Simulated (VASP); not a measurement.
# C (R-3m) in VASP: a series of runs, part 2 of 3

VASP 6.6.1. Earlier steps stand in the parts before.

### Step 4. Phonons, PBE+D3(BJ) (phonons at volume x 0.98)

File INCAR:

```
PREC = Accurate
ENCUT = 520
EDIFF = 1E-8
ISMEAR = 0
SIGMA = 0.01
LREAL = False
LASPH = True
NELM = 80
ALGO = Normal
ISIF = 2
LWAVE = False
LCHARG = True
GGA = PE
IVDW = 12
IBRION = 6
NFREE = 2
POTIM = 0.015
NSW = 1
```

File KPOINTS:

```
regular mesh
0
Gamma
  12 12 12
```

File POSCAR:

```
C
1.0
    1.2317640168      0.7111592867      3.2864651448
   -1.2317640168      0.7111592867      3.2864651448
    0.0000000000     -1.4223185734      3.2864651448
C
2
Direct
    0.1665707596      0.1665707596      0.1665707596
    0.8334292404      0.8334292404      0.8334292404
```

Potentials or basis: VASP PAW PBE potentials, release 64 (C).

Run with:

```
cat potpaw_PBE.64/C/POTCAR > POTCAR
mpirun -np 1 vasp_std > vasp.out
```

OUTCAR:

```text
PREC = Accurate
   ENCUT = 520
   EDIFF = 1E-8
   ISMEAR = 0
   LREAL = False
   LASPH = True
   NELM = 80
   ISIF = 2
   GGA = PE
   IVDW = 12
   IBRION = 6
   NFREE = 2
   POTIM = 0.015
   NSW = 1
 IVDW          = 12

 ion  position               nearest neighbor table
   1  0.167  0.167  0.167-   2 1.42   2 1.42   2 1.42
   2  0.833  0.833  0.833-   1 1.42   1 1.42   1 1.42

  LATTYP: Found a trigonal (rhomboedric) cell.
 ALAT       =     3.5810394123
 COS(alpha) =     0.7633716257

  Lattice vectors:

 A1 = (   1.2317640168,   0.7111592867,   3.2864651448)
 A2 = (  -1.2317640168,   0.7111592867,   3.2864651448)
 A3 = (   0.0000000000,  -1.4223185734,   3.2864651448)

Analysis of symmetry for initial positions (statically):
=====================================================================
 Subroutine PRICEL returns:
 Original cell was already a primitive cell.

 Routine SETGRP: Setting up the symmetry group for a
 trigonal (rhombohedral) supercell.

 Subroutine GETGRP returns: Found 12 space group operations
 (whereof 12 operations were pure point group operations)
 out of a pool of 12 trial point group operations.

The static configuration has the point symmetry D_3d.

Analysis of symmetry for dynamics (positions and initial velocities):
=====================================================================
 Subroutine PRICEL returns:
 Original cell was already a primitive cell.

 Routine SETGRP: Setting up the symmetry group for a
 trigonal (rhombohedral) supercell.

 Subroutine GETGRP returns: Found 12 space group operations
 (whereof 12 operations were pure point group operations)
 out of a pool of 12 trial point group operations.

The dynamic configuration has the point symmetry D_3d.

 Subroutine INISYM returns: Found 12 space group operations
 (whereof 12 operations are pure point group operations),
[... 311 lines left out ...]
  free energy    TOTEN  =       -18.41100209 eV

  energy without entropy =      -18.41100209  energy(sigma->0) =      -18.41100209

 E-fermi :   4.5805     XC(G=0): -10.4699

 val. band max:        4.4932809327   @ k =  -0.3333   0.3333   0.0000
 cond. band min:       5.2558007205   @ k =  -0.3333   0.3333   0.0000
 fundamental gap:      0.7625197879
 Fermi energy:         4.5804897240

 k-point     1 :       0.0000    0.0000    0.0000
  band No.  band energies     occupation
      1     -14.8171      2.00000
      2      -1.5622      2.00000
      3       1.8819      2.00000
      4       1.8819      2.00000
      5       9.3244      0.00000
      6      13.2628      0.00000
      7      13.2628      0.00000
      8      16.2362      0.00000
[... 243 lines left out ...]
 k-point    24 :      -0.4167    0.1667    0.0000
  band No.  band energies     occupation
      1      -9.0213      2.00000
      2      -7.9877      2.00000
      3      -3.2875      2.00000
      4       3.4461      2.00000
      5       6.4873      0.00000
      6      15.1001      0.00000
      7      16.3670      0.00000
      8      17.4913      0.00000

 [... further k-points ...]

------------------------ aborting loop because EDIFF is reached ----------------------------------------

 Edisp (eV)   -0.32048

 E8    (eV) :    -0.0911
[... 25 lines left out ...]
  FREE ENERGIE OF THE ION-ELECTRON SYSTEM (eV)
  ---------------------------------------------------
  free  energy   TOTEN  =       -18.7314852889 eV

  energy  without entropy=      -18.7314852889  energy(sigma->0) =      -18.73148529

 INTERNAL STRAIN TENSORS FROM DISPLACED ATOMS
 ============================================

 INTERNAL STRAIN TENSOR FOR ION    1 for displacements in x,y,z  (eV/Angst):
          X           Y           Z          XY          YZ          ZX
  --------------------------------------------------------------------------------
  x     0.00000     0.00000    -0.00000    11.75659     0.00000     0.07947
  y    11.75659   -11.75659    -0.00000     0.00000     0.07947     0.00000
  z    -0.05796    -0.05796     0.28739     0.00000     0.00000     0.00000

 INTERNAL STRAIN TENSOR FOR ION    2 for displacements in x,y,z  (eV/Angst):
          X           Y           Z          XY          YZ          ZX
  --------------------------------------------------------------------------------
  x     0.00000     0.00000     0.00000   -11.75659     0.00000    -0.07947
  y   -11.75659    11.75659     0.00000    -0.00000    -0.07947     0.00000
  z     0.05796     0.05796    -0.28739     0.00000     0.00000     0.00000

 Eigenvectors and eigenvalues of the dynamical matrix
 ----------------------------------------------------

   1 f  =   46.954504 THz   295.023847 2PiTHz 1566.233651 cm-1   194.188136 meV
             X         Y         Z           dx          dy          dz
      0.000000  0.000000  1.642287    -0.000001    0.707107    0.000000
      0.000000  0.000000  8.217108     0.000001   -0.707107    0.000000
[... 16 lines left out ...]
   5 f  =    0.000000 THz     0.000000 2PiTHz    0.000000 cm-1     0.000000 meV
             X         Y         Z           dx          dy          dz
      0.000000  0.000000  1.642287     0.000000   -0.000000    0.707107
      0.000000  0.000000  8.217108     0.000000    0.000000    0.707107

   6 f/i=    0.000001 THz     0.000005 2PiTHz    0.000026 cm-1     0.000003 meV
             X         Y         Z           dx          dy          dz
      0.000000  0.000000  1.642287     0.695820   -0.125836   -0.000000
      0.000000  0.000000  8.217108     0.695820   -0.125836    0.000000

 ELASTIC MODULI CONTR FROM IONIC RELAXATION (kBar)
 Direction    XX          YY          ZZ          XY          YZ          ZX
 --------------------------------------------------------------------------------
 XX        -236.6633    236.6255      0.0939      0.0000     -1.5996      0.0000
 YY         236.6255   -236.6633      0.0939     -0.0000      1.5996     -0.0000
 ZZ           0.0939      0.0939     -0.4654     -0.0000     -0.0000     -0.0000
 XY           0.0000     -0.0000     -0.0000   -236.6444      0.0000     -1.5996
 YZ          -1.5996      1.5996     -0.0000      0.0000     -0.0108      0.0000
 ZX           0.0000     -0.0000     -0.0000     -1.5996      0.0000     -0.0108
 --------------------------------------------------------------------------------
```

Run time: 4.2 min. Hardware: 1 thread of Intel Xeon Platinum 8259CL at 2.50GHz (Skylake/Cascade Lake), shared host; peak memory 0.3 GiB.

What came out:

```
Highest phonon frequency at Γ : 1566 cm⁻¹
Dispersion energy per atom    : -0.160 eV
```

Phonon frequencies in cm⁻¹ (negative: imaginary):
```
              q point          frequencies
(0.000, 0.000, 0.000)  0 0 0 863 1566 1566
```

Caveat: the cell differs from its parent crystal (phonons at volume x 0.98); the cell wasn't relaxed at this level first, which shifts response properties.

### Step 5. Phonons, PBE+D3(BJ)

This run uses another cell than the first one, of 8.81 Å³/atom, 1.217 times its volume.

File INCAR:

```
SYSTEM = C
PREC     = Accurate       ! precision mode
ENCUT    = 520            ! plane-wave cutoff, eV
EDIFF    = 1E-8           ! SCF threshold, eV
ISMEAR   = 0              ! smearing method
SIGMA    = 0.01           ! smearing width, eV
LREAL    = .FALSE.        ! projectors in reciprocal space
LASPH    = .TRUE.         ! aspherical terms in the spheres
NELM     = 60             ! most SCF steps
ALGO     = Normal         ! electronic algorithm
ISIF     = 2              ! what is computed and relaxed
LWAVE    = .FALSE.        ! write WAVECAR
LCHARG   = .FALSE.        ! write CHGCAR
GGA      = PE             ! functional
IVDW     = 12             ! dispersion correction
IBRION   = 6              ! ionic algorithm
NFREE    = 2            
POTIM    = 0.015          ! step
NSW      = 1              ! ionic steps
```

File KPOINTS:

```
Automatic mesh
0
G
  12 12 12
  0 0 0
```

File POSCAR:

```
C
1.0
    1.2325275279      0.7116001000      3.3493823342
   -1.2325275279      0.7116001000      3.3493823342
    0.0000000000     -1.4232002000      3.3493823342
C
2
Direct
    0.1665844938      0.1665844938      0.1665844938
    0.8334155062      0.8334155062      0.8334155062
```

Potentials or basis: VASP PAW PBE potentials, release 64 (C).

Run with:

```
cat potpaw_PBE.64/C/POTCAR > POTCAR
mpirun -np 1 vasp_std > vasp.out
```

OUTCAR:

```text
SYSTEM = C
   PREC = Accurate
   ENCUT = 520
   EDIFF = 1E-8
   ISMEAR = 0
   LREAL = .FALSE.
   LASPH = .TRUE.
   NELM = 60
   ISIF = 2
   GGA = PE
   IVDW = 12
   IBRION = 6
   NFREE = 2
   POTIM = 0.015
   NSW = 1
 IVDW          = 12

 ion  position               nearest neighbor table
   1  0.167  0.167  0.167-   2 1.42   2 1.42   2 1.42
   2  0.833  0.833  0.833-   1 1.42   1 1.42   1 1.42

  LATTYP: Found a trigonal (rhomboedric) cell.
 ALAT       =     3.6392115671
 COS(alpha) =     0.7705919556

  Lattice vectors:

 A1 = (   1.2325275279,   0.7116001000,   3.3493823342)
 A2 = (  -1.2325275279,   0.7116001000,   3.3493823342)
 A3 = (   0.0000000000,  -1.4232002000,   3.3493823342)

Analysis of symmetry for initial positions (statically):
=====================================================================
 Subroutine PRICEL returns:
 Original cell was already a primitive cell.

 Routine SETGRP: Setting up the symmetry group for a
 trigonal (rhombohedral) supercell.

 Subroutine GETGRP returns: Found 12 space group operations
 (whereof 12 operations were pure point group operations)
 out of a pool of 12 trial point group operations.

The static configuration has the point symmetry D_3d.

Analysis of symmetry for dynamics (positions and initial velocities):
=====================================================================
 Subroutine PRICEL returns:
 Original cell was already a primitive cell.

 Routine SETGRP: Setting up the symmetry group for a
 trigonal (rhombohedral) supercell.

 Subroutine GETGRP returns: Found 12 space group operations
 (whereof 12 operations were pure point group operations)
 out of a pool of 12 trial point group operations.

The dynamic configuration has the point symmetry D_3d.
[... 307 lines left out ...]

 number of electron       8.0000000 magnetization

 Free energy of the ion-electron system (eV)
  ---------------------------------------------------
  ext. energy  EPLUGINS =         0.00000000
  ---------------------------------------------------
  free energy    TOTEN  =       -18.41921070 eV

  energy without entropy =      -18.41921070  energy(sigma->0) =      -18.41921070

 E-fermi :   4.4819     XC(G=0): -10.3351

 val. band max:        4.3528833423   @ k =  -0.3333   0.3333   0.0000
 cond. band min:       5.0389749151   @ k =  -0.3333   0.3333   0.0000
 fundamental gap:      0.6860915727
 Fermi energy:         4.4818950274

 k-point     1 :       0.0000    0.0000    0.0000
  band No.  band energies     occupation
      1     -14.9614      2.00000
      2      -1.8432      2.00000
      3       1.6949      2.00000
      4       1.6949      2.00000
      5       8.9857      0.00000
      6      13.0623      0.00000
      7      13.0623      0.00000
      8      16.0494      0.00000
[... 243 lines left out ...]
 k-point    24 :      -0.4167    0.1667    0.0000
  band No.  band energies     occupation
      1      -9.1892      2.00000
      2      -8.1548      2.00000
      3      -3.4715      2.00000
      4       3.2374      2.00000
      5       6.2940      0.00000
      6      14.8723      0.00000
      7      16.1429      0.00000
      8      17.2053      0.00000

 [... further k-points ...]

------------------------ aborting loop because EDIFF is reached ----------------------------------------

 Edisp (eV)   -0.31330

 E8    (eV) :    -0.0888
[... 25 lines left out ...]
  FREE ENERGIE OF THE ION-ELECTRON SYSTEM (eV)
  ---------------------------------------------------
  free  energy   TOTEN  =       -18.7325096624 eV

  energy  without entropy=      -18.7325096624  energy(sigma->0) =      -18.73250966

 INTERNAL STRAIN TENSORS FROM DISPLACED ATOMS
 ============================================

 INTERNAL STRAIN TENSOR FOR ION    1 for displacements in x,y,z  (eV/Angst):
          X           Y           Z          XY          YZ          ZX
  --------------------------------------------------------------------------------
  x     0.00000     0.00000    -0.00000    11.44065    -0.00000     0.06742
  y    11.44065   -11.44065    -0.00000     0.00000     0.06742    -0.00000
  z    -0.04627    -0.04627     0.24427     0.00000     0.00000     0.00000

 INTERNAL STRAIN TENSOR FOR ION    2 for displacements in x,y,z  (eV/Angst):
          X           Y           Z          XY          YZ          ZX
  --------------------------------------------------------------------------------
  x     0.00000     0.00000     0.00000   -11.44065     0.00000    -0.06742
  y   -11.44065    11.44065     0.00000     0.00000    -0.06742     0.00000
  z     0.04627     0.04627    -0.24427     0.00000     0.00000     0.00000

 Eigenvectors and eigenvalues of the dynamical matrix
 ----------------------------------------------------

   1 f  =   46.771985 THz   293.877047 2PiTHz 1560.145478 cm-1   193.433299 meV
             X         Y         Z           dx          dy          dz
      0.000000  0.000000  1.673865     0.707107    0.000000    0.000000
      0.000000  0.000000  8.374282    -0.707107    0.000000    0.000000
[... 21 lines left out ...]
   6 f  =    0.000000 THz     0.000000 2PiTHz    0.000000 cm-1     0.000000 meV
             X         Y         Z           dx          dy          dz
      0.000000  0.000000  1.673865     0.000000   -0.707107    0.000000
      0.000000  0.000000  8.374282     0.000000   -0.707107    0.000000

 ELASTIC MODULI CONTR FROM IONIC RELAXATION (kBar)
 Direction    XX          YY          ZZ          XY          YZ          ZX
 --------------------------------------------------------------------------------
 XX        -221.3439    221.3203      0.0623      0.0000     -1.3044      0.0000
 YY         221.3203   -221.3439      0.0623     -0.0000      1.3044     -0.0000
 ZZ           0.0623      0.0623     -0.3287      0.0000      0.0000      0.0000
 XY           0.0000     -0.0000      0.0000   -221.3321      0.0000     -1.3043
 YZ          -1.3044      1.3044      0.0000      0.0000     -0.0077      0.0000
 ZX           0.0000     -0.0000      0.0000     -1.3043      0.0000     -0.0077
 --------------------------------------------------------------------------------
```

stdout:

```text
POSCAR found type information on POSCAR C
 POSCAR found :  1 types and       2 ions
 scaLAPACK will be used
 LDA part: xc-table for (Slater+PW92), standard interpolation
 POSCAR, INCAR and KPOINTS ok, starting setup
 FFT: planning ... GRIDC
 FFT: planning ... GRID_SOFT
 FFT: planning ... GRID
 WAVECAR not read
 entering main loop
 Found     2 degrees of freedom:
 Finite differences POTIM= 0.01500 DOF=   2
 bond charge predicted
 Finite differences progress:
 bond charge predicted
 Finite differences progress:
 bond charge predicted
 Finite differences progress:
 bond charge predicted
 Finite differences progress:
```

It took 4.1 min on 1 thread of Intel Xeon Platinum 8259CL at 2.50GHz (Skylake/Cascade Lake), shared host; peak memory 0.3 GiB.

What came out:

| Item | Value |
| --- | --- |
| Highest phonon frequency at Γ | 1560 cm⁻¹ |
| Dispersion energy per atom | -0.157 eV |

Phonon frequencies in cm⁻¹ (negative: imaginary):
```tsv
q point	frequencies
(0.000, 0.000, 0.000)	0 0 0 864 1560 1560
```

(Part 2 of 3 ends here.)
